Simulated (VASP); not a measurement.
# TaVS3 (Pm-3m) in VASP: single point with PBE

Aim: the single point of TaVS3 with PBE.

Program: VASP 6.6.1. These are calculated values, not measurements. Logs are shortened: lines on timing, memory, paths and dates and some standing lists are left out, and cuts for length are marked.

### Step 1. The cell of the first run

The structure is cubic, space group Pm-3m (No. 221). The conventional cell has a = 4.446 Å, b = 4.446 Å, c = 4.446 Å, α = 90.00°, β = 90.00°, γ = 90.00°. Within 4.1 Å of Ta (site symmetry m-3m) lie 12 S at 3.14 Å and 8 V at 3.85 Å. Within 2.9 Å of V (site symmetry m-3m) lie 6 S at 2.22 Å. S (site symmetry 4/mmm) has 2 V at 2.22 Å within 2.9 Å.

### Step 2. Single point, PBE, collinear spin, ferromagnetic start

Contents of INCAR:

```
  PREC = Accurate
  ENCUT = 520
  EDIFF = 1E-6
  ISMEAR = 0
  SIGMA = 0.1
  LREAL = False
  LASPH = True
  NELM = 150
  ALGO = Normal
  ISIF = 2
  LWAVE = False
  LCHARG = False
  ISPIN = 2
  MAGMOM = 0 2 0 0 0
  LORBIT = 11
  LMAXMIX = 4
  GGA = PE
  NBANDS = 33
```

Contents of KPOINTS:

```
Automatic mesh
0
Gamma
  4 4 4
```

Contents of POSCAR:

```
TaVS3
1.0
    4.4459764535      0.0000000000      0.0000000000
    0.0000000000      4.4459764535      0.0000000000
    0.0000000000      0.0000000000      4.4459764535
Ta V S
1 1 3
Direct
    0.0000000000      0.0000000000      0.0000000000
    0.5000000000      0.5000000000      0.5000000000
    0.0000000000      0.5000000000      0.5000000000
    0.5000000000      0.0000000000      0.5000000000
    0.5000000000      0.5000000000      0.0000000000
```

Potentials or basis: VASP PAW PBE potentials, release 64 (Ta_pv, V_sv, S).

Command:

```console
$ cat potpaw_PBE.64/Ta_pv/POTCAR potpaw_PBE.64/V_sv/POTCAR potpaw_PBE.64/S/POTCAR > POTCAR
$ mpirun -np 1 vasp_std > vasp.out
```

OUTCAR:

```text
PREC = Accurate
   ENCUT = 520
   EDIFF = 1E-6
   ISMEAR = 0
   LREAL = False
   LASPH = True
   NELM = 150
   ISIF = 2
   ISPIN = 2
   LORBIT = 11
   GGA = PE

 ion  position               nearest neighbor table
   1  0.000  0.000  0.000-   3 3.14   4 3.14   5 3.14   3 3.14   4 3.14   3 3.14   5 3.14   3 3.14
                             4 3.14   5 3.14   4 3.14   5 3.14
   2  0.500  0.500  0.500-   3 2.22   4 2.22   5 2.22   5 2.22   4 2.22   3 2.22
   3  0.000  0.500  0.500-   2 2.22   2 2.22   1 3.14   1 3.14   1 3.14   1 3.14
   4  0.500  0.000  0.500-   2 2.22   2 2.22   1 3.14   1 3.14   1 3.14   1 3.14
   5  0.500  0.500  0.000-   2 2.22   2 2.22   1 3.14   1 3.14   1 3.14   1 3.14

  LATTYP: Found a simple cubic cell.
 ALAT       =     4.4459764535

  Lattice vectors:

 A1 = (   4.4459764535,   0.0000000000,   0.0000000000)
 A2 = (   0.0000000000,   4.4459764535,   0.0000000000)
 A3 = (   0.0000000000,   0.0000000000,   4.4459764535)

Analysis of symmetry for initial positions (statically):
=====================================================================
 Subroutine PRICEL returns:
 Original cell was already a primitive cell.

 Routine SETGRP: Setting up the symmetry group for a
 simple cubic supercell.

 Subroutine GETGRP returns: Found 48 space group operations
 (whereof 48 operations were pure point group operations)
 out of a pool of 48 trial point group operations.

The static configuration has the point symmetry O_h .

Analysis of symmetry for dynamics (positions and initial velocities):
=====================================================================
 Subroutine PRICEL returns:
 Original cell was already a primitive cell.

 Routine SETGRP: Setting up the symmetry group for a
 simple cubic supercell.

 Subroutine GETGRP returns: Found 48 space group operations
 (whereof 48 operations were pure point group operations)
 out of a pool of 48 trial point group operations.

The dynamic configuration has the point symmetry O_h .

Analysis of structural, dynamic, and magnetic symmetry:
=====================================================================
 Subroutine PRICEL returns:
 Original cell was already a primitive cell.

 Routine SETGRP: Setting up the symmetry group for a
 simple cubic supercell.

 Subroutine GETGRP returns: Found 48 space group operations
 (whereof 48 operations were pure point group operations)
 out of a pool of 48 trial point group operations.

[... 119 lines left out ...]
   IVDW    =     0    specifies the selected vdW correction
   LEPSILON=     F    determine dielectric tensor
   LRPA    =     F    only Hartree local field effects (RPA)
 spin polarized calculation
 Gauss-broadening in eV      SIGMA  =   0.10
  energy-cutoff  :      520.00
  volume of cell :       87.88
 maximum number of plane-waves:      2392
 NGX is ok and might be reduce to    36
   NGX = 17   NGY = 17   NGZ = 17

 number of electron      42.0000007 magnetization       3.4967657

 Free energy of the ion-electron system (eV)
  ---------------------------------------------------
  ext. energy  EPLUGINS =         0.00000000
  ---------------------------------------------------
  free energy    TOTEN  =       -31.52965230 eV

  energy without entropy =      -31.51673559  energy(sigma->0) =      -31.52319395

 E-fermi :   7.1929     XC(G=0): -11.0306

 val. band max:        7.1824982844   @ k =   0.2500   0.0000   0.0000
 cond. band min:       7.2969627728   @ k =   0.5000   0.5000   0.2500
 fundamental gap:      0.1144644884
 Fermi energy:         7.1928789344

 spin component 1

 k-point     1 :       0.0000    0.0000    0.0000
  band No.  band energies     occupation
      1     -57.9696      1.00000
      2     -31.9072      1.00000
      3     -31.9072      1.00000
      4     -31.9072      1.00000
      5     -29.2107      1.00000
      6     -29.2107      1.00000
[... 349 lines left out ...]
     32      14.3120      0.00000
     33      14.3120      0.00000
 Fermi energy:         7.1928789344

 spin component 2

 k-point     1 :       0.0000    0.0000    0.0000
  band No.  band energies     occupation
      1     -56.6742      1.00000
      2     -30.6286      1.00000
      3     -30.6286      1.00000
      4     -30.6286      1.00000
      5     -28.1126      1.00000
      6     -28.1126      1.00000
[... 349 lines left out ...]
     32      14.5958      0.00000
     33      14.5958      0.00000

------------------------ aborting loop because EDIFF is reached ----------------------------------------

  FORCE on cell =-STRESS in cart. coord.  units (eV):
  Direction    XX          YY          ZZ          XY          YZ          ZX
  --------------------------------------------------------------------------------------
  -------------------------------------------------------------------------------------
  Total        2.8766298      2.8766298      2.8766298     -0.0000000      0.0000000      0.0000000
  in kB       52.4436701     52.4436701     52.4436701     -0.0000000      0.0000000      0.0000000
  external PRESSURE =      52.4436701 kB  Pullay stress =       0.0000000 kB

 VOLUME and BASIS-vectors are now :
 -----------------------------------------------------------------------------
  energy-cutoff  :      520.00
  volume of cell :       87.88
      direct lattice vectors                 reciprocal lattice vectors
     4.445976454  0.000000000  0.000000000     0.224922469  0.000000000  0.000000000
     0.000000000  4.445976454  0.000000000     0.000000000  0.224922469  0.000000000
     0.000000000  0.000000000  4.445976454     0.000000000  0.000000000  0.224922469

 POSITION                                       TOTAL-FORCE (eV/Angst)
 -----------------------------------------------------------------------------------
      0.00000      0.00000      0.00000         0.000000      0.000000      0.000000
      2.22299      2.22299      2.22299         0.000000      0.000000      0.000000
      0.00000      2.22299      2.22299         0.000000      0.000000      0.000000
      2.22299      0.00000      2.22299         0.000000      0.000000      0.000000
      2.22299      2.22299      0.00000         0.000000      0.000000      0.000000
 -----------------------------------------------------------------------------------
    total drift:                                0.000000      0.000000      0.000000

  FREE ENERGIE OF THE ION-ELECTRON SYSTEM (eV)
  ---------------------------------------------------
  free  energy   TOTEN  =       -31.5296523047 eV

  energy  without entropy=      -31.5167355880  energy(sigma->0) =      -31.52319395

 total charge

# of ion       s       p       d       tot
------------------------------------------
    1        0.233   5.985   2.173   8.391
    2        2.276   6.311   3.273  11.860
    3        1.360   2.380   0.000   3.739
    4        1.360   2.380   0.000   3.739
    5        1.360   2.380   0.000   3.739
--------------------------------------------------
tot          6.588  19.435   5.447  31.470

 magnetization (x)

# of ion       s       p       d       tot
------------------------------------------
    1        0.104   0.009   1.582   1.694
    2        0.018   0.016   1.286   1.319
    3        0.001  -0.115   0.000  -0.114
    4        0.001  -0.115   0.000  -0.114
    5        0.001  -0.115   0.000  -0.114
--------------------------------------------------
tot          0.124  -0.320   2.868   2.672
```

OSZICAR:

```text
N       E                     dE             d eps       ncg     rms          rms(c)
DAV:   1     0.392462912631E+03    0.39246E+03   -0.21954E+04  1408   0.123E+03
DAV:   2    -0.124965576526E+02   -0.40496E+03   -0.38713E+03  1492   0.356E+02
[... 26 lines left out ...]
DAV:  29    -0.315295891451E+02   -0.16312E-03   -0.88788E-05  1527   0.578E-02    0.840E-02
DAV:  30    -0.315296454553E+02   -0.56310E-04   -0.66179E-05  1523   0.475E-02    0.202E-02
DAV:  31    -0.315296488649E+02   -0.34096E-05   -0.10209E-05  1500   0.173E-02    0.114E-02
DAV:  32    -0.315296513935E+02   -0.25286E-05   -0.80840E-06  1393   0.116E-02    0.874E-03
DAV:  33    -0.315296479621E+02    0.34314E-05   -0.85030E-06  1390   0.132E-02    0.168E-02
DAV:  34    -0.315296516018E+02   -0.36398E-05   -0.14811E-06   928   0.622E-03    0.839E-03
DAV:  35    -0.315296523047E+02   -0.70285E-06   -0.29887E-07   726   0.286E-03
   1 F= -.31529652E+02 E0= -.31523194E+02  d E =-.129167E-01  mag=     3.4982
```

stdout:

```text
POSCAR found type information on POSCAR TaV S
 POSCAR found :  3 types and       5 ions
 scaLAPACK will be used
 LDA part: xc-table for (Slater+PW92), standard interpolation
 POSCAR, INCAR and KPOINTS ok, starting setup
 FFT: planning ... GRIDC
 FFT: planning ... GRID_SOFT
 FFT: planning ... GRID
 WAVECAR not read
 entering main loop
```

Wall time 7.8 min (1 thread of AMD EPYC, shared host); peak memory 0.24 GiB.

What came out:

* Free energy: -31.5297 eV
* Pressure: 5.2 GPa
* Net moment: 3.50 μB per cell
* Site moments: Ta +1.69; V +1.32; S -0.11 μB
* Valence electrons inside the program's atomic spheres: Ta 8.39; V 11.86; S 3.74

Caveat: spin-orbit coupling is left out, which moves the levels of the heavy elements. With open d or f shells a metallic result of PBE can be an artefact of self-interaction; +U or a hybrid may open a gap.
